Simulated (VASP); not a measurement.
# Ag (Im-3m) in VASP: notebook

Aim: see how the results for Ag move with the level of theory and the settings. Levels: r2SCAN, PBE. Tasks: single point.

Everything below comes from runs of VASP 6.6.1. Logs are shortened: lines on timing, memory, paths and dates and some standing lists are left out, and cuts for length are marked.

## Step 1: The cell of the first run

Symmetry: Im-3m, No. 229, cubic system. The conventional cell has a = 3.311 Å, b = 3.311 Å, c = 3.311 Å, α = 90.00°, β = 90.00°, γ = 90.00°. Ag (site symmetry m-3m) has 14 Ag at 2.87 to 3.31 Å within 3.8 Å.

## Step 2: Single point, r2SCAN

Input file POSCAR:

```
Ag
1.0
   -1.6556540000      1.6556540000      1.6556540000
    1.6556540000     -1.6556540000      1.6556540000
    1.6556540000      1.6556540000     -1.6556540000
Ag
1
Direct
    0.0000000000      0.0000000000      0.0000000000
```

Input file INCAR.step1:

```
ALGO = Normal
EDIFF = 1E-4
ENCUT = 520
GGA = PE
ISMEAR = -1
LASPH = T
LCHARG = F
LREAL = F
LWAVE = T
NBANDS = 12
NELM = 60
PREC = Accurate
SIGMA = 0.1
```

Input file INCAR.step2:

```
ALGO = Normal
EDIFF = 1E-7
ENCUT = 520
ISIF = 2
ISMEAR = -1
ISTART = 1
LASPH = T
LCHARG = T
LELF = T
LMIXTAU = T
LREAL = F
LVHAR = T
LWAVE = F
METAGGA = R2SCAN
NBANDS = 12
NELM = 60
PREC = Accurate
SIGMA = 0.1
```

Input file KPOINTS:

```
k-points
0
Gamma
  9 9 9
```

Potentials or basis: VASP PAW PBE potentials, release 64 (Ag).

The run is started by

```
$ cat potpaw_PBE.64/Ag/POTCAR > POTCAR
$ cp INCAR.step1 INCAR
$ mpirun -np 1 vasp_std > vasp.out
$ cp INCAR.step2 INCAR
$ mpirun -np 1 vasp_std > vasp.out
```

OUTCAR:

```text
EDIFF = 1E-7
   ENCUT = 520
   ISIF = 2
   ISMEAR = -1
   ISTART = 1
   LASPH = T
   LREAL = F
   METAGGA = R2SCAN
   NELM = 60
   PREC = Accurate

 ion  position               nearest neighbor table
   1  0.000  0.000  0.000-

  LATTYP: Found a body centered cubic cell.
 ALAT       =     3.3113080000

  Lattice vectors:

 A1 = (  -1.6556540000,   1.6556540000,   1.6556540000)
 A2 = (   1.6556540000,  -1.6556540000,   1.6556540000)
 A3 = (   1.6556540000,   1.6556540000,  -1.6556540000)

Analysis of symmetry for initial positions (statically):
=====================================================================
 Subroutine PRICEL returns:
 Original cell was already a primitive cell.

 Routine SETGRP: Setting up the symmetry group for a
 body centered cubic supercell.

 Subroutine GETGRP returns: Found 48 space group operations
[... 9 lines left out ...]

 Routine SETGRP: Setting up the symmetry group for a
 body centered cubic supercell.

 Subroutine GETGRP returns: Found 48 space group operations
[... 11 lines left out ...]
                                     Primitive cell

  volume of cell :      18.1538

  direct lattice vectors                    reciprocal lattice vectors
    -1.655654000  1.655654000  1.655654000     0.000000000  0.301995465  0.301995465
     1.655654000 -1.655654000  1.655654000     0.301995465  0.000000000  0.301995465
     1.655654000  1.655654000 -1.655654000     0.301995465  0.301995465  0.000000000

  length of vectors
     2.867676848  2.867676848  2.867676848     0.427086083  0.427086083  0.427086083

  position of ions in fractional coordinates (direct lattice)
     0.000000000  0.000000000  0.000000000

  ion indices of the primitive-cell ions
   primitive index   ion index
                 1           1

----------------------------------------------------------------------------------------

 KPOINTS: k-points

Automatic generation of k-mesh.
 Grid dimensions read from file:
 generate k-points for:    9    9    9

 Generating k-lattice:

  Cartesian coordinates                     Fractional coordinates (reciprocal lattice)
     0.000000000  0.033555052  0.033555052     0.111111111  0.000000000  0.000000000
     0.033555052  0.000000000  0.033555052     0.000000000  0.111111111  0.000000000
     0.033555052  0.033555052  0.000000000     0.000000000  0.000000000  0.111111111

  Length of vectors
     0.047454009  0.047454009  0.047454009

  Shift w.r.t. Gamma in fractional coordinates (k-lattice)
     0.000000000  0.000000000  0.000000000

 Subroutine IBZKPT returns following result:
 ===========================================

 Found     35 irreducible k-points:

 Following reciprocal coordinates:
            Coordinates               Weight
  0.000000  0.000000  0.000000      1.000000
  0.111111  0.000000  0.000000     12.000000
  0.222222  0.000000  0.000000     12.000000
  0.333333  0.000000  0.000000     12.000000
  0.444444  0.000000  0.000000     12.000000
  0.111111  0.111111  0.000000     24.000000
[... 16 lines left out ...]
 -0.333333  0.444444  0.111111     48.000000
 -0.444444 -0.444444  0.111111     24.000000
 [... further k-points ...]
   k-points           NKPTS =     35   k-points in BZ     NKDIM =     35   number of bands    NBANDS=     12
   number of dos      NEDOS =    301   number of ions     NIONS =      1
   total plane-waves  NPLWV =  13824
   dimension x,y,z NGX =    24 NGY =   24 NGZ =   24
   dimension x,y,z NGXF=    48 NGYF=   48 NGZF=   48
   ions per type =               1
   NGX,Y,Z   is equivalent  to a cutoff of  13.91, 13.91, 13.91 a.u.
   NGXF,Y,Z  is equivalent  to a cutoff of  27.83, 27.83, 27.83 a.u.
 SYSTEM =  unknown system
   PREC   = accura    normal or accurate (medium, high low for compatibility)
   ISTART =      1    job   : 0-new  1-cont  2-samecut
   ICHARG =      0    charge: 1-file 2-atom 10-const
   ISPIN  =      1    spin polarized calculation?
   LNONCOLLINEAR =      F non collinear calculations
   LSORBIT =      F    spin-orbit coupling
   LASPH  =      T    aspherical Exc in radial PAW
   ENCUT  =  520.0 eV  38.22 Ry    6.18 a.u.   5.33  5.33  5.33*2*pi/ulx,y,z
   NELM   =     60;   NELMIN=  2; NELMDL=  0     # of ELM steps
   EDIFF  = 0.1E-06   stopping-criterion for ELM
   LREAL  =      F    real-space projection
   EDIFFG = 0.1E-05   stopping-criterion for IOM
   NSW    =      0    number of steps for IOM
   IBRION =     -1    ionic relax: 0-MD 1-quasi-New 2-CG
   NFREE  =      0    steps in history (QN), initial steepest desc. (CG)
   ISIF   =      2    stress and relaxation
   ISYM   =      2    0-nonsym 1-usesym 2-fastsym
   POTIM  = 0.5000    time-step for ionic-motion
   TEBEG  =    0.0;   TEEND  =   0.0 temperature during run
   PSTRESS=    0.0 pullay stress
   NELECT =      11.0000    total number of electrons
   NUPDOWN=      -1.0000    fix difference up-down
   EMIN   =  10.00;   EMAX   =-10.00  energy-range for DOS
   EFERMI =   0.00;   METHOD = LEGACY
   ISMEAR =    -1;   SIGMA  =   0.10  broadening in eV -4-tet -1-fermi 0-gaus
   EFERMI_NEDOS =   21; number of points for ismear=-14 and -15
   IALGO  =     38    algorithm
   IMIX   =      4    mixing-type and parameters
     AMIX     =   0.40;   BMIX     =  1.00
     AMIX_MAG =   1.60;   BMIX_MAG =  1.00
  volume/ion in A,a.u.               =      18.15       122.51
  Fermi-wavevector in a.u.,A,eV,Ry     =   1.385318  2.617871 26.111022  1.919106
  Thomas-Fermi vector in A             =   2.509739
   LORBIT       =      0    0 simple, 1 ext, 2 COOP (PROOUT), +10 PAW based schemes
   METAGGA = R2SCAN    functional components
   LHFCALC =     F    Hartree Fock is set to
   AEXX    =    0.0000 exact exchange contribution
   IVDW    =     0    specifies the selected vdW correction
   LEPSILON=     F    determine dielectric tensor
   LRPA    =     F    only Hartree local field effects (RPA)
 non-spin polarized calculation
  energy-cutoff  :      520.00
  volume of cell :       18.15
 maximum number of plane-waves:       498
 NGX is ok and might be reduce to    24
   NGX = 11   NGY = 11   NGZ = 11

 number of electron      11.0000001 magnetization

 Free energy of the ion-electron system (eV)
  ---------------------------------------------------
  ext. energy  EPLUGINS =         0.00000000
  ---------------------------------------------------
  free energy    TOTEN  =       -21.33400303 eV

  energy without entropy =      -21.32378515  energy(sigma->0) =      -21.32889409

 E-fermi :   7.5676     XC(G=0): -12.5348

 val. band max:        7.5138903979   @ k =  -0.3333   0.4444   0.1111
 cond. band min:       7.8538326884   @ k =  -0.4444   0.4444   0.1111
 fundamental gap:      0.3399422905
 Fermi energy:         7.5675804105

 k-point     1 :       0.0000    0.0000    0.0000
  band No.  band energies     occupation
      1       0.1150      2.00000
      2       2.5667      2.00000
      3       2.5667      2.00000
      4       2.5667      2.00000
      5       3.7890      2.00000
      6       3.7890      2.00000
      7      26.0614      0.00000
      8      26.0614      0.00000
      9      26.0614      0.00000
     10      31.5542      0.00000
     11      31.5542      0.00000
     12      31.5542      0.00000

 k-point     2 :       0.1111    0.0000    0.0000
  band No.  band energies     occupation
      1       0.5052      2.00000
      2       2.4781      2.00000
      3       2.5881      2.00000
      4       2.7810      2.00000
      5       3.7019      2.00000
      6       3.7955      2.00000
      7      24.7080      0.00000
      8      25.7474      0.00000
      9      26.2641      0.00000
     10      29.1052      0.00000
     11      29.4287      0.00000
     12      29.4839      0.00000

 k-point     3 :       0.2222    0.0000    0.0000
  band No.  band energies     occupation
      1       1.3343      2.00000
      2       2.2601      2.00000
      3       2.8959      2.00000
      4       3.3601      2.00000
      5       3.6035      2.00000
      6       3.8185      2.00000
      7      20.7115      0.00000
      8      24.0888      0.00000
      9      26.4189      0.00000
     10      26.7287      0.00000
     11      28.1946      0.00000
     12      30.0099      0.00000

 k-point     4 :       0.3333    0.0000    0.0000
  band No.  band energies     occupation
      1       1.4499      2.00000
      2       2.0227      2.00000
      3       3.6476      2.00000
      4       3.8562      2.00000
      5       4.0978      2.00000
      6       4.5745      2.00000
      7      16.2073      0.00000
      8      22.3496      0.00000
      9      23.8265      0.00000
     10      27.1731      0.00000
     11      28.2613      0.00000
     12      32.4171      0.00000

 k-point     5 :       0.4444    0.0000    0.0000
  band No.  band energies     occupation
      1       1.2743      2.00000
      2       1.8732      2.00000
      3       3.7256      2.00000
      4       3.8877      2.00000
      5       4.6396      2.00000
      6       7.0744      1.98567
      7      12.3721      0.00000
      8      21.3787      0.00000
      9      22.3147      0.00000
     10      27.4187      0.00000
     11      28.5256      0.00000
     12      32.7449      0.00000

 k-point     6 :       0.1111    0.1111    0.0000
  band No.  band energies     occupation
      1       1.1756      2.00000
      2       2.4176      2.00000
      3       2.4805      2.00000
      4       3.2900      2.00000
      5       3.5797      2.00000
      6       3.8493      2.00000
      7      22.8935      0.00000
      8      23.3062      0.00000
      9      26.1180      0.00000
     10      26.7583      0.00000
     11      29.3022      0.00000
     12      30.5391      0.00000

 k-point     7 :       0.2222    0.1111   -0.0000
  band No.  band energies     occupation
      1       1.6866      2.00000
      2       2.1968      2.00000
      3       2.9197      2.00000
      4       3.5490      2.00000
      5       3.8714      2.00000
      6       4.4941      2.00000
      7      18.6265      0.00000
      8      21.3709      0.00000
      9      23.8906      0.00000
     10      27.2774      0.00000
     11      30.4516      0.00000
     12      30.7361      0.00000

 k-point     8 :       0.3333    0.1111    0.0000
  band No.  band energies     occupation
      1       1.5183      2.00000
      2       1.9931      2.00000
      3       3.5605      2.00000
      4       3.7107      2.00000
      5       4.1295      2.00000
      6       6.5432      1.99993
      7      14.3198      0.00000
      8      20.0748      0.00000
      9      22.3084      0.00000
     10      27.6883      0.00000
     11      30.6174      0.00000
     12      31.7254      0.00000
[... 166 lines left out ...]
 k-point    20 :      -0.3333    0.3333    0.1111
  band No.  band energies     occupation
      1       1.6918      2.00000
      2       2.2530      2.00000
      3       3.1186      2.00000
      4       3.5621      2.00000
      5       4.0578      2.00000
      6       5.3676      2.00000
      7      16.5207      0.00000
      8      22.0000      0.00000
      9      22.1634      0.00000
     10      27.8502      0.00000
     11      29.0963      0.00000
     12      30.0611      0.00000

 k-point    21 :      -0.2222    0.3333    0.1111
  band No.  band energies     occupation
      1       1.9962      2.00000
      2       2.4455      2.00000
      3       2.8291      2.00000
      4       3.2302      2.00000
      5       3.8356      2.00000
      6       5.2210      2.00000
      7      19.0281      0.00000
      8      19.4877      0.00000
      9      24.6899      0.00000
     10      24.8448      0.00000
     11      29.2919      0.00000
     12      32.5221      0.00000

 k-point    22 :      -0.4444    0.4444    0.1111
  band No.  band energies     occupation
      1       1.4790      2.00000
      2       2.1148      2.00000
      3       3.3004      2.00000
      4       3.5967      2.00000
      5       4.6111      2.00000
      6       7.8538      0.10808
      7      12.5891      0.00000
      8      20.8991      0.00000
      9      21.2241      0.00000
     10      29.0229      0.00000
     11      29.2316      0.00000
     12      30.2541      0.00000

 k-point    23 :      -0.3333    0.4444    0.1111
  band No.  band energies     occupation
      1       1.8523      2.00000
      2       2.3060      2.00000
      3       2.8660      2.00000
      4       3.4934      2.00000
      5       4.2535      2.00000
      6       7.5139      1.26218
      7      14.9088      0.00000
      8      17.9827      0.00000
      9      23.3736      0.00000
     10      26.3923      0.00000
     11      29.1966      0.00000
     12      33.4648      0.00000

 k-point    24 :      -0.4444   -0.4444    0.1111
  band No.  band energies     occupation
      1       1.7212      2.00000
      2       2.3027      2.00000
      3       2.8517      2.00000
      4       3.5721      2.00000
      5       4.4914      2.00000
      6       9.9055      0.00000
      7      11.8652      0.00000
      8      17.4590      0.00000
      9      22.8947      0.00000
     10      27.9678      0.00000
     11      28.4209      0.00000
     12      32.5504      0.00000

 [... further k-points ...]
[... 5 lines left out ...]
  --------------------------------------------------------------------------------------
  -------------------------------------------------------------------------------------
  Total       -0.4132718     -0.4132718     -0.4132718      0.0000000      0.0000000      0.0000000
  in kB      -36.4735116    -36.4735116    -36.4735116      0.0000000      0.0000000      0.0000000
  external PRESSURE =     -36.4735116 kB  Pullay stress =       0.0000000 kB

 VOLUME and BASIS-vectors are now :
 -----------------------------------------------------------------------------
  energy-cutoff  :      520.00
  volume of cell :       18.15
      direct lattice vectors                 reciprocal lattice vectors
    -1.655654000  1.655654000  1.655654000     0.000000000  0.301995465  0.301995465
     1.655654000 -1.655654000  1.655654000     0.301995465  0.000000000  0.301995465
     1.655654000  1.655654000 -1.655654000     0.301995465  0.301995465  0.000000000

 POSITION                                       TOTAL-FORCE (eV/Angst)
 -----------------------------------------------------------------------------------
      0.00000      0.00000      0.00000         0.000000     -0.000000      0.000000
 -----------------------------------------------------------------------------------
    total drift:                                0.000000      0.000000      0.000000

  FREE ENERGIE OF THE ION-ELECTRON SYSTEM (eV)
  ---------------------------------------------------
  free  energy   TOTEN  =       -21.3340030327 eV

  energy  without entropy=      -21.3237851511  energy(sigma->0) =      -21.32889409
```

Wall time 54 s (1 thread of AMD EPYC 7R43 (Zen 3), shared host); peak memory 0.11 GiB.

Results:

```yaml
Free_energy: -21.3340 eV
Pressure: -3.6 GPa
```

Caveat: the PAW data sets were made with another functional, which shifts forces and pressure a little.

[end of part 1 of 2]
